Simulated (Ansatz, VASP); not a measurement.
**One calculation of TlAgS2, two programs**

```
CELL_PARAMETERS angstrom
4.21961 0.00000 0.00000
0.00000 4.21961 0.00000
0.00000 0.00000 6.12006
ATOMIC_POSITIONS crystal
Ag 0.00000 0.00000 0.00000
S 0.00000 0.50000 0.24458
S 0.50000 0.00000 0.75542
Tl 0.50000 0.50000 0.50000
```

Alike in both runs: task single point; functional r2SCAN; k mesh 6 × 6 × 4; occupations fermi-dirac, width 0.02 eV; no spin polarisation.

|  | VASP | Ansatz |
| --- | --- | --- |
| version | VASP 6.6.1 | Ansatz 0.2.0 |
| potentials or method | VASP PAW PBE potentials, release 64 (Ag, S, Tl_d) | plane waves, PAW |
| plane-wave cutoff (eV) | 520 | 500 |
| valence electrons in the cell | 36 | 44 |

```csv
,VASP,Ansatz,Ansatz less VASP
pressure (GPa),-2.9,-2.8,+0.09
rms of the force components (eV/Å),0.032,0.037,+0.0050
```

VASP's potentials were made for PBE, not for r2SCAN. The functional is the same, so the differences come from potentials, cutoffs and numerics. VASP's potentials hold 36 valence electrons a cell and Ansatz's 44, so a difference there can come from the potentials and not from the codes.

Neither program's run includes spin-orbit coupling.
